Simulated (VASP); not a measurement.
# Be16CO in VASP: a series of runs, part 2 of 2

VASP 6.6.1. The steps go on from the part before.

## Step 3: Single point, PBE

Contents of INCAR:

```
SYSTEM = Be16CO
PREC = Accurate
ENCUT = 1000
EDIFF = 1E-6
ISMEAR = 0
SIGMA = 0.1
LREAL = Auto
LASPH = .TRUE.
NELM = 120
ALGO = Normal
ISIF = 2
LWAVE = .FALSE.
LCHARG = .FALSE.
LDIPOL = .TRUE.
IDIPOL = 3
DIPOL = 0.5 0.5 0.310
GGA = PE
NBANDS = 36
GGA_COMPAT = .FALSE.
NELMDL = -8
```

Contents of KPOINTS:

```
Automatic mesh
0
G
  6 6 1
  0 0 0
```

Contents of POSCAR:

```
Be16CO
1.0
    4.5254381410      0.0000000000      0.0000000000
   -2.2627190705      3.9191443934      0.0000000000
    0.0000000000      0.0000000000     23.4761687145
Be C O
16 1 1
Direct
    0.3333333333      0.1666666667      0.1703855535
    0.3333333333      0.6666666667      0.1703855535
    0.8333333333      0.1666666667      0.1703855535
    0.8333333333      0.6666666667      0.1703855535
    0.1666666667      0.3333333333      0.2463521558
    0.1666666667      0.8333333333      0.2463521558
    0.6666666667      0.3333333333      0.2463521558
    0.6666666667      0.8333333333      0.2463521558
    0.3333333333      0.1666666667      0.3241941575
    0.3333333333      0.6666666667      0.3241941575
    0.8333333333      0.1666666667      0.3241941575
    0.8333333333      0.6666666667      0.3241941575
    0.1666666667      0.3333333333      0.4036505628
    0.1666666667      0.8333333333      0.4036505628
    0.6666666667      0.3333333333      0.4036505628
    0.6666666667      0.8333333333      0.4036505628
    0.1666666667      0.3333333333      0.4735086397
    0.1666666667      0.3333333333      0.5229204503
```

Potentials or basis: VASP PAW PBE potentials, release 64 (Be, C_h, O_h).

The run is started by

```sh
> cat potpaw_PBE.64/Be/POTCAR potpaw_PBE.64/C_h/POTCAR potpaw_PBE.64/O_h/POTCAR > POTCAR
> mpirun -np 1 vasp_std > vasp.out
```

OUTCAR:

```text
SYSTEM = Be16CO
   PREC = Accurate
   ENCUT = 1000
   EDIFF = 1E-6
   ISMEAR = 0
   LREAL = Auto
   LASPH = .TRUE.
   NELM = 120
   ISIF = 2
   GGA = PE
   NELMDL = -8

 ion  position               nearest neighbor table
   1  0.333  0.167  0.170-   5 2.21   7 2.21   6 2.21   3 2.26   3 2.26   2 2.26   2 2.26   4 2.26
                             4 2.26
   2  0.333  0.667  0.170-   6 2.21   8 2.21   5 2.21   4 2.26   4 2.26   3 2.26   1 2.26   1 2.26
                             3 2.26
   3  0.833  0.167  0.170-   7 2.21   5 2.21   8 2.21   1 2.26   1 2.26   2 2.26   4 2.26   4 2.26
                             2 2.26
   4  0.833  0.667  0.170-   8 2.21   6 2.21   7 2.21   2 2.26   2 2.26   1 2.26   3 2.26   3 2.26
                             1 2.26
   5  0.167  0.333  0.246-   1 2.21   3 2.21   2 2.21   9 2.25  11 2.25  10 2.25   7 2.26   7 2.26
                             6 2.26   6 2.26   8 2.26   8 2.26
   6  0.167  0.833  0.246-   2 2.21   4 2.21   1 2.21  10 2.25  12 2.25   9 2.25   8 2.26   8 2.26
                             7 2.26   5 2.26   5 2.26   7 2.26
   7  0.667  0.333  0.246-   3 2.21   1 2.21   4 2.21  11 2.25   9 2.25  12 2.25   5 2.26   5 2.26
                             6 2.26   8 2.26   8 2.26   6 2.26
   8  0.667  0.833  0.246-   4 2.21   2 2.21   3 2.21  12 2.25  10 2.25  11 2.25   6 2.26   6 2.26
                             5 2.26   7 2.26   7 2.26   5 2.26
   9  0.333  0.167  0.324-   5 2.25   7 2.25   6 2.25  11 2.26  11 2.26  12 2.26  10 2.26  10 2.26
                            12 2.26  13 2.28  15 2.28  14 2.28
  10  0.333  0.667  0.324-   6 2.25   8 2.25   5 2.25  12 2.26  12 2.26   9 2.26   9 2.26  11 2.26
                            11 2.26  14 2.28  16 2.28  13 2.28
  11  0.833  0.167  0.324-   7 2.25   5 2.25   8 2.25   9 2.26   9 2.26  12 2.26  12 2.26  10 2.26
                            10 2.26  15 2.28  13 2.28  16 2.28
  12  0.833  0.667  0.324-   8 2.25   6 2.25   7 2.25  10 2.26  10 2.26  11 2.26  11 2.26   9 2.26
                             9 2.26  16 2.28  14 2.28  15 2.28
  13  0.167  0.333  0.404-  17 1.64  15 2.26  15 2.26  14 2.26  14 2.26  16 2.26  16 2.26   9 2.28
                            11 2.28  10 2.28
  14  0.167  0.833  0.404-  16 2.26  16 2.26  13 2.26  13 2.26  15 2.26  15 2.26  10 2.28  12 2.28
                             9 2.28
  15  0.667  0.333  0.404-  13 2.26  13 2.26  16 2.26  16 2.26  14 2.26  14 2.26  11 2.28   9 2.28
                            12 2.28
[... 201 lines left out ...]

 Free energy of the ion-electron system (eV)
  ---------------------------------------------------
  ext. energy  EPLUGINS =         0.00000000
  ---------------------------------------------------
  free energy    TOTEN  =       -71.85844142 eV

  energy without entropy =      -71.84647852  energy(sigma->0) =      -71.85245997

 E-fermi :  -1.2686     XC(G=0):  -4.6197

 val. band max:       -1.3368090733   @ k =   0.3333   0.1667   0.0000
 cond. band min:      -1.0762233477   @ k =   0.3333   0.3333   0.0000
 fundamental gap:      0.2605857257
 Fermi energy:        -1.2685619675

 k-point     1 :       0.0000    0.0000    0.0000
  band No.  band energies     occupation
      1     -24.8458      2.00000
      2     -11.5957      2.00000
      3     -11.0372      2.00000
      4      -9.8847      2.00000
      5      -8.5341      2.00000
      6      -7.6883      2.00000
[... 241 lines left out ...]
     32       4.6243      0.00000
     33       4.7217      0.00000
 [bands above 33 left out]

------------------------ aborting loop because EDIFF is reached ----------------------------------------

 vacuum level on the upper side and lower side of the slab       (xc-potential included)         0.017        -0.319

  FORCE on cell =-STRESS in cart. coord.  units (eV):
  Direction    XX          YY          ZZ          XY          YZ          ZX
  --------------------------------------------------------------------------------------
  -------------------------------------------------------------------------------------
  Total       -4.7151619     -4.7151619     -1.7201129      0.0000000      0.0000000      0.0000000
  in kB      -18.1437924    -18.1437924     -6.6189394      0.0000000      0.0000000      0.0000000
  external PRESSURE =     -14.3021747 kB  Pullay stress =       0.0000000 kB

 VOLUME and BASIS-vectors are now :
 -----------------------------------------------------------------------------
  energy-cutoff  :     1000.00
  volume of cell :      416.37
      direct lattice vectors                 reciprocal lattice vectors
     4.525438141  0.000000000  0.000000000     0.220973079  0.127578867  0.000000000
    -2.262719071  3.919144393  0.000000000     0.000000000  0.255157733  0.000000000
     0.000000000  0.000000000 23.476168715     0.000000000  0.000000000  0.042596388

 POSITION                                       TOTAL-FORCE (eV/Angst)
 -----------------------------------------------------------------------------------
      1.13136      0.65319      4.00000        -0.044158      0.025495     -0.116735
     -0.00000      2.61276      4.00000         0.000000     -0.050990     -0.116735
      3.39408      0.65319      4.00000         0.044158      0.025495     -0.116735
      2.26272      2.61276      4.00000         0.000000     -0.000000     -0.104089
      0.00000      1.30638      5.78340         0.000000     -0.000000      0.509213
     -1.13136      3.26595      5.78340        -0.056728     -0.032752      0.228682
[... 10 lines left out ...]
      0.00000      1.30638     11.11617         0.000000     -0.000000      0.445354
      0.00000      1.30638     12.27617         0.000000     -0.000000     -0.142219
 -----------------------------------------------------------------------------------
    total drift:                               -0.000000      0.000000     -0.033541

  FREE ENERGIE OF THE ION-ELECTRON SYSTEM (eV)
  ---------------------------------------------------
  free  energy   TOTEN  =       -71.8584414239 eV

  energy  without entropy=      -71.8464785206  energy(sigma->0) =      -71.85245997

 vacuum level on the upper side and lower side of the slab         4.197         3.852
```

OSZICAR:

```text
N       E                     dE             d eps       ncg     rms          rms(c)
DAV:   1     0.274486308037E+03    0.27449E+03   -0.20484E+04   504   0.147E+03
DAV:   2    -0.277702098982E+02   -0.30226E+03   -0.28905E+03   712   0.245E+02
DAV:   3    -0.729960692712E+02   -0.45226E+02   -0.43120E+02   720   0.792E+01
[... 19 lines left out ...]
DAV:  23    -0.718584107429E+02   -0.45130E-04   -0.60609E-06   580   0.823E-03    0.103E-03
DAV:  24    -0.718584289049E+02   -0.18162E-04   -0.14488E-06   544   0.436E-03    0.595E-04
DAV:  25    -0.718584377732E+02   -0.88683E-05   -0.41388E-07   476   0.221E-03    0.349E-04
DAV:  26    -0.718584405423E+02   -0.27691E-05   -0.13416E-07   440   0.123E-03    0.112E-04
DAV:  27    -0.718584414239E+02   -0.88165E-06   -0.40328E-08   424   0.630E-04
   1 F= -.71858441E+02 E0= -.71852460E+02  d E =-.119629E-01
```

stdout:

```text
POSCAR found type information on POSCAR BeC O
 POSCAR found :  3 types and      18 ions
 scaLAPACK will be used
 LDA part: xc-table for (Slater+PW92), standard interpolation
 POSCAR, INCAR and KPOINTS ok, starting setup
 FFT: planning ... GRIDC
 FFT: planning ... GRID_SOFT
 FFT: planning ... GRID
 WAVECAR not read
 entering main loop
```

Wall time 7.5 min (1 thread of Intel Xeon 6975P-C (Granite Rapids), shared host); peak memory 1.1 GiB.

Results:

```yaml
Free_energy: -71.8584 eV
Largest_force: 0.509 eV/Å
Band_gap_on_the_k_mesh: zero (bands 21 and 22 overlap by 1.16 eV)
```

Forces on the atoms (eV/Å):
```
Be  -0.044  0.025 -0.117
Be   0.000 -0.051 -0.117
Be   0.044  0.025 -0.117
Be   0.000  0.000 -0.104
Be   0.000  0.000  0.509
Be  -0.057 -0.033  0.229
Be   0.000  0.066  0.229
Be   0.057 -0.033  0.229
Be   0.173 -0.100  0.031
Be   0.000  0.200  0.031
Be  -0.173 -0.100  0.031
Be   0.000  0.000 -0.122
Be   0.000  0.000  0.058
Be  -0.055 -0.032 -0.358
Be   0.000  0.063 -0.358
Be   0.055 -0.032 -0.358
C    0.000  0.000  0.445
O    0.000  0.000 -0.142
```

Levels at points of the mesh, in eV from the Fermi level:
```csv
k point,band 19,band 20,band 21,band 22,band 23,band 24
"(0.00, 0.00, 0.00)",-1.82,-1.82,-1.81,-0.83,2.07,2.07
"(0.50, 0.00, 0.00)",-0.88,-0.25,0.33,0.51,1.77,2.60
```

## Step 4: Single point, PBE

Contents of INCAR:

```
PREC     = Accurate       # precision mode
ENCUT    = 1000           # plane-wave cutoff, eV
EDIFF    = 1E-6           # SCF threshold, eV
ISMEAR   = 0              # smearing method
SIGMA    = 0.1            # smearing width, eV
LREAL    = Auto         
LASPH    = T              # aspherical terms in the spheres
NELM     = 120            # most SCF steps
ALGO     = Normal         # electronic algorithm
ISIF     = 2              # what is computed and relaxed
LWAVE    = F              # write WAVECAR
LCHARG   = F              # write CHGCAR
LDIPOL   = T            
IDIPOL   = 3            
DIPOL    = 0.5 0.5 0.311
GGA      = PE             # functional
NBANDS   = 36             # bands
GGA_COMPAT= F            
NELMDL   = -8
```

Contents of KPOINTS:

```
Automatic mesh
0
Gamma
  6 6 1
```

POSCAR: that of step 3 with these lines changed.

```diff
@@ -24,3 +24,3 @@
     0.6666666667      0.8333333333      0.4036505628
-    0.1666666667      0.3333333333      0.4735086397
-    0.1666666667      0.3333333333      0.5229204503
+    0.1666666667      0.3333333333      0.4828798452
+    0.1666666667      0.3333333333      0.5322916557
```

The run is started by

```sh
> cat potpaw_PBE.64/Be/POTCAR potpaw_PBE.64/C_h/POTCAR potpaw_PBE.64/O_h/POTCAR > POTCAR
> mpirun -np 1 vasp_std > vasp.out
```

Wall time 10 min (1 thread of AMD EPYC 9R45 (Zen 5), shared host); peak memory 1.1 GiB.

The run converged. Its results:

* Free energy: -71.6519 eV
* Largest force: 2.061 eV/Å
* Band gap on the k mesh: zero (bands 21 and 22 overlap by 1.31 eV)

Forces in eV/Å, atoms in the order of the input:
```
Be  -0.031  0.018 -0.117
Be   0.000 -0.036 -0.117
Be   0.031  0.018 -0.117
Be   0.000  0.000 -0.111
Be   0.000  0.000  0.524
Be  -0.058 -0.034  0.225
Be   0.000  0.067  0.225
Be   0.058 -0.034  0.225
Be   0.214 -0.124  0.053
Be   0.000  0.247  0.053
Be  -0.214 -0.124  0.053
Be   0.000  0.000 -0.167
Be   0.000  0.000  2.061
Be  -0.040 -0.023 -0.377
Be   0.000  0.046 -0.377
Be   0.040 -0.023 -0.377
C    0.000  0.000 -0.887
O    0.000  0.000 -0.773
```

Levels at points of the mesh, in eV from the Fermi level:
```
           k point  band 18  band 19  band 20  band 21  band 22  band 23  band 24  band 25
(0.00, 0.00, 0.00)    -1.98    -1.82    -1.82    -1.81    -0.91     2.07     2.07     2.80
(0.50, 0.00, 0.00)    -1.49    -0.95    -0.25     0.41     0.54     1.48     2.43     2.76
```

## Step 5: Single point, PBE

Contents of INCAR:

```
PREC = Accurate
ENCUT = 1000
EDIFF = 1E-6
ISMEAR = 0
SIGMA = 0.1
LREAL = Auto
LASPH = T
NELM = 120
ALGO = Normal
ISIF = 2
LWAVE = F
LCHARG = F
LDIPOL = T
IDIPOL = 3
DIPOL = 0.5 0.5 0.312
GGA = PE
NBANDS = 36
GGA_COMPAT = F
NELMDL = -8
```

KPOINTS is that of step 4.

POSCAR: that of step 4 with these lines changed.

```diff
@@ -24,3 +24,3 @@
     0.6666666667      0.8333333333      0.4036505628
-    0.1666666667      0.3333333333      0.4828798452
-    0.1666666667      0.3333333333      0.5322916557
+    0.1666666667      0.3333333333      0.4939549062
+    0.1666666667      0.3333333333      0.5433667167
```

Potentials or basis: VASP PAW PBE potentials, release 64 (Be, C_h, O_h).

The run is started by

```sh
> cat potpaw_PBE.64/Be/POTCAR potpaw_PBE.64/C_h/POTCAR potpaw_PBE.64/O_h/POTCAR > POTCAR
> mpirun -np 1 vasp_std > vasp.out
```

OUTCAR:

```text
PREC = Accurate
   ENCUT = 1000
   EDIFF = 1E-6
   ISMEAR = 0
   LREAL = Auto
   LASPH = T
   NELM = 120
   ISIF = 2
   GGA = PE
   NELMDL = -8

 ion  position               nearest neighbor table
   1  0.333  0.167  0.170-   5 2.21   7 2.21   6 2.21   3 2.26   3 2.26   2 2.26   2 2.26   4 2.26
                             4 2.26
   2  0.333  0.667  0.170-   6 2.21   8 2.21   5 2.21   4 2.26   4 2.26   3 2.26   1 2.26   1 2.26
                             3 2.26
   3  0.833  0.167  0.170-   7 2.21   5 2.21   8 2.21   1 2.26   1 2.26   2 2.26   4 2.26   4 2.26
                             2 2.26
[... 504 lines left out ...]
  external PRESSURE =     -19.8777150 kB  Pullay stress =       0.0000000 kB

 VOLUME and BASIS-vectors are now :
 -----------------------------------------------------------------------------
  energy-cutoff  :     1000.00
  volume of cell :      416.37
      direct lattice vectors                 reciprocal lattice vectors
     4.525438141  0.000000000  0.000000000     0.220973079  0.127578867  0.000000000
    -2.262719071  3.919144393  0.000000000     0.000000000  0.255157733  0.000000000
     0.000000000  0.000000000 23.476168715     0.000000000  0.000000000  0.042596388

 POSITION                                       TOTAL-FORCE (eV/Angst)
 -----------------------------------------------------------------------------------
      1.13136      0.65319      4.00000        -0.011039      0.006373     -0.175979
     -0.00000      2.61276      4.00000         0.000000     -0.012747     -0.175979
      3.39408      0.65319      4.00000         0.011039      0.006373     -0.175979
      2.26272      2.61276      4.00000         0.000000     -0.000000     -0.199529
      0.00000      1.30638      5.78340         0.000000     -0.000000      0.480048
     -1.13136      3.26595      5.78340        -0.024538     -0.014167      0.235556
[... 10 lines left out ...]
      0.00000      1.30638     11.59617         0.000000     -0.000000      0.085125
      0.00000      1.30638     12.75617         0.000000     -0.000000     -1.396517
 -----------------------------------------------------------------------------------
    total drift:                               -0.000000      0.000000     -0.041252

  FREE ENERGIE OF THE ION-ELECTRON SYSTEM (eV)
  ---------------------------------------------------
  free  energy   TOTEN  =       -71.2264955629 eV

  energy  without entropy=      -71.1892095329  energy(sigma->0) =      -71.20785255

 vacuum level on the upper side and lower side of the slab         3.914         4.063
```

stdout:

```text
POSCAR found type information on POSCAR BeC O
 POSCAR found :  3 types and      18 ions
 scaLAPACK will be used
 LDA part: xc-table for (Slater+PW92), standard interpolation
 POSCAR, INCAR and KPOINTS ok, starting setup
 FFT: planning ... GRIDC
 FFT: planning ... GRID_SOFT
 FFT: planning ... GRID
 WAVECAR not read
 entering main loop
```

It took 19 min on 1 thread of Intel Xeon Platinum 8259CL at 2.50GHz (Skylake/Cascade Lake), shared host; peak memory 1.1 GiB.

Results:

```yaml
Free_energy: -71.2265 eV
Largest_force: 2.001 eV/Å
Band_gap_on_the_k_mesh: zero (bands 21 and 22 overlap by 1.64 eV)
```

Forces on the atoms (eV/Å):
```
Be  -0.011  0.006 -0.176
Be   0.000 -0.013 -0.176
Be   0.011  0.006 -0.176
Be   0.000  0.000 -0.200
Be   0.000  0.000  0.480
Be  -0.025 -0.014  0.236
Be   0.000  0.028  0.236
Be   0.025 -0.014  0.236
Be   0.227 -0.131  0.062
Be   0.000  0.262  0.062
Be  -0.227 -0.131  0.062
Be   0.000  0.000 -0.190
Be   0.000  0.000  2.001
Be  -0.005 -0.003 -0.382
Be   0.000  0.006 -0.382
Be   0.005 -0.003 -0.382
C    0.000  0.000  0.085
O    0.000  0.000 -1.397
```

## Step 6: Summary

| cell | gap on the mesh (eV) | largest force (eV/Å) |
| --- | --- | --- |
| as given, atomic positions A | none | 1.97 |
| as given, atomic positions B | none | 0.51 |
| as given, atomic positions C | none | 2.06 |
| as given, atomic positions D | none | 2.00 |

Alike in all rows: task single point; level PBE; potentials or basis VASP PAW PBE potentials, release 64 (Be, C_h, O_h); no spin polarisation; k mesh 6 × 6 × 1; cutoff (eV) 1000; smearing gaussian 0.1 eV.

Absolute energies hang on the potentials; compare differences alone.

The gap in the log of VASP goes by the Fermi energy; the results here count the filled bands.